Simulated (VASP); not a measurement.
**Mo: single point with r2SCAN**

Crystal: Mo.

```
Mo
1.0
    -1.57642    1.57642    1.57642
     1.57642   -1.57642    1.57642
     1.57642    1.57642   -1.57642
Mo
1
Direct
  0.00000 0.00000 0.00000
```

```json
{
 "Program": "VASP 6.6.1",
 "Task": "single point",
 "Functional": "r2SCAN",
 "Potentials or basis": "VASP PAW PBE potentials, release 64 (Mo_sv)",
 "Cutoff": "520 eV",
 "k mesh": "5 × 5 × 5",
 "Occupations": "fermi-dirac, width 0.1 eV",
 "Spin": "no spin polarisation"
}
```

* Pressure: -1.9 GPa
* Band gap on the k mesh: zero (band 7 reaches 14.83 eV, above the bottom of band 8 at 11.13 eV)

Levels at points of the mesh, in eV from the Fermi level:
| k point | band 3 | band 4 | band 5 | band 6 | band 7 | band 8 | band 9 | band 10 | band 11 | band 12 |
| --- | --- | --- | --- | --- | --- | --- | --- | --- | --- | --- |
| (0.00, 0.00, 0.00) | -35.78 | -35.78 | -7.80 | -1.54 | -1.54 | -1.54 | 1.81 | 1.81 | 15.33 | 15.33 |

It took 16 s on 1 thread of Intel(R) Xeon(R) Platinum 8259CL CPU @ 2.50GHz (Skylake/Cascade Lake) (shared host), peak memory 0.12 GiB.

Caveat: the k points lie up to 0.56 Å⁻¹ apart; the PAW data sets were made with another functional, which shifts forces and pressure a little.
